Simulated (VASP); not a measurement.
Input of a VASP 6.6.1 run:

File INCAR:

```
SYSTEM = Ba
  PREC = Accurate
  ENCUT = 520
  EDIFF = 1E-6
  ISMEAR = -1
  SIGMA = 0.08
  LREAL = .False.
  LASPH = .True.
  NELM = 100
  ALGO = Normal
  ISIF = 2
  LWAVE = .False.
  LCHARG = .False.
  GGA = PE
  NBANDS = 17
```

Contents of KPOINTS:

```
regular mesh
0
Gamma
  10 10 10
  0 0 0
```

Contents of POSCAR:

```
Ba
1.0
   -3.2107109796      3.2107109796      1.7591540277
    3.2107109796     -3.2107109796      1.7591540277
    3.2107109796      3.2107109796     -1.7591540277
Ba
2
Direct
   -0.3750000000     -0.1250000000     -0.2500000000
    0.3750000000      0.1250000000      0.2500000000
```

Potentials or basis: VASP PAW PBE potentials, release 64 (Ba_sv).

Run with:

```sh
$ cat potpaw_PBE.64/Ba_sv/POTCAR > POTCAR
$ mpirun -np 1 vasp_std > vasp.out
```

Q: Estimate the pressure.

A: 10.3 GPa.

Q: Estimate the band gap on the k mesh.

A: Zero (band 10 reaches 4.90 eV, above the bottom of band 11 at 3.39 eV).

Stress tensor (GPa, compression positive):
```
10.21  0.00  0.00
 0.00 10.21  0.00
 0.00  0.00 10.59
```

Caveat: spin-orbit coupling is left out, which moves the levels of the heavy elements.
